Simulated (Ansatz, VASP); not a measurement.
Ti: VASP beside Ansatz

```
Ti
1.0
    -1.60495    1.60495    1.76545
     1.60495   -1.60495    1.76545
     1.60495    1.60495   -1.76545
Ti
1
Direct
  0.00000 0.00000 0.00000
```

Change from the starting cell: engineering shear strain xy +0.0000, normal strain along z +0.1000.

Alike in both runs: task single point; functional PBEsol; k mesh 20 × 20 × 20; occupations gaussian, width 0.15 eV; no spin polarisation.

```csv
,VASP,Ansatz
version,VASP 6.6.1,Ansatz 0.2.0
potentials or method,"VASP PAW PBE potentials, release 64 (Ti_sv), cutoff 520 eV","scalar-relativistic, plane waves, PAW"
valence electrons in the cell,12,12
```

VASP gave:

* gap on the k mesh at the Fermi level (eV): none
* pressure (GPa): -9.1
* traceless stress, the component that is largest in VASP (GPa): 1.37

Problem. What did Ansatz give for the same quantities?

Solution. gap on the k mesh at the Fermi level (eV): none; pressure (GPa): -8.9; traceless stress, the component that is largest in VASP (GPa): 1.38.

VASP's potentials were made for PBE, not for PBEsol, and Ansatz warns of the same on its side. A gap of «none» marks a metal or a gap that the smearing closes.
